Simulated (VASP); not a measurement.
Here is a VASP 6.6.1 calculation.

Contents of INCAR:

```
SYSTEM = InP
PREC = Accurate
ENCUT = 520
EDIFF = 1E-7
ISMEAR = 0
SIGMA = 0.15
LREAL = .False.
LASPH = .True.
NELM = 60
ALGO = Normal
ISIF = 2
LWAVE = .False.
LCHARG = .True.
GGA = PE
LELF = .True.
LVHAR = .True.
NBANDS = 16
```

File KPOINTS:

```
regular mesh
0
Gamma
  20 20 20
  0 0 0
```

The input POSCAR:

```
InP
1.0
    0.0000000000      2.8043213218      2.9192984959
    2.8043213218      0.0000000000      2.9192984959
    2.8043213218      2.8043213218      0.0000000000
In P
1 1
Direct
    0.0000000000      0.0000000000      0.0000000000
    0.5000000000      0.5000000000      0.5000000000
```

Potentials or basis: VASP PAW PBE potentials, release 64 (In_d, P).

Launch:

```sh
$ cat potpaw_PBE.64/In_d/POTCAR potpaw_PBE.64/P/POTCAR > POTCAR
$ mpirun -np 1 vasp_std > vasp.out
```

Problem. Predict the band gap on the k mesh.

Solution. Zero (bands 9 and 10 overlap by 2.32 eV).

Problem. Estimate the pressure.

Solution. -4.5 GPa.

Stress tensor (GPa, compression positive):
```
-3.69  0.00  0.00
 0.00 -3.69  0.00
 0.00  0.00 -6.20
```

Caveat: the cell stands under tension; spin-orbit coupling is left out, which moves the levels of the heavy elements.
